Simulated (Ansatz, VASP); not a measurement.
# Ge2F in VASP and in Ansatz

INCAR

```
SYSTEM = Ge2F
PREC = Accurate
ENCUT = 520
EDIFF = 1E-6
ISMEAR = 0
SIGMA = 0.1
LREAL = .FALSE.
LASPH = .TRUE.
NELM = 100
ALGO = Normal
ISIF = 2
LWAVE = .FALSE.
LCHARG = .FALSE.
GGA = PE
NBANDS = 24
```

Contents of KPOINTS:

```
Automatic mesh
0
G
  6 6 6
  0 0 0
```

The input POSCAR:

```
Ge2F
1.0
    0.0000000000      1.9817832600      6.2340669300
    1.8829627600      0.0000000000      6.2340669300
    1.8829627600      1.9817832600      0.0000000000
Ge F
2 1
Direct
    0.3405790000      0.3405790000      0.6594210000
    0.6594210000      0.6594210000      0.3405790000
    0.0000000000      0.0000000000      0.0000000000
```

Input for Ansatz:

```yaml
crystal:
  lattice:
    - [0.0, 1.98178326, 6.23406693]
    - [1.88296276, 0.0, 6.23406693]
    - [1.88296276, 1.98178326, 0.0]
  atoms:
    - { symbol: Ge, position: [0.340579, 0.340579, 0.659421] }
    - { symbol: Ge, position: [0.659421, 0.659421, 0.340579] }
    - { symbol: F, position: [0.0, 0.0, 0.0] }
basis:
  ecutwfc: 420
kpoints:
  mp_grid: { grid: [6, 6, 6] }
hamiltonian:
  xc: pbe
scf:
  occupations: { method: gaussian, width: 0.1 }
  lower_state_search: "off"
output:
  forces: true
  stress: true
  eigenvalues: true
```

Change from the starting cell: species swapped into the Mo2Rh type (Fmmm, No. 69).

Alike in both runs: task single point; functional PBE; k mesh 6 × 6 × 6; occupations gaussian, width 0.1 eV; no spin polarisation.

|  | VASP | Ansatz |
| --- | --- | --- |
| version | VASP 6.6.1 | Ansatz 0.2.0 |
| potentials or method | VASP PAW PBE potentials, release 64 (Ge_d, F), cutoff 520 eV | scalar-relativistic, plane waves, PAW |
| valence electrons in the cell | 35 | 35 |

Ansatz gave:

```
gap on the k mesh at the Fermi level (eV)                     : none
pressure (GPa)                                                : 2.0
traceless stress, the component that is largest in VASP (GPa) : -3.19
rms of the force components (eV/Å)                            : 0.443
```

Q: Which values does VASP return?

A: gap on the k mesh at the Fermi level (eV): none; pressure (GPa): 1.9; traceless stress, the component that is largest in VASP (GPa): -3.20; rms of the force components (eV/Å): 0.444.

Atom by atom the forces differ by 0.001 eV/Å (rms over components). A gap of «none» marks a metal or a gap that the smearing closes.

The k mesh is coarse, so the values compare programs but aren't converged.
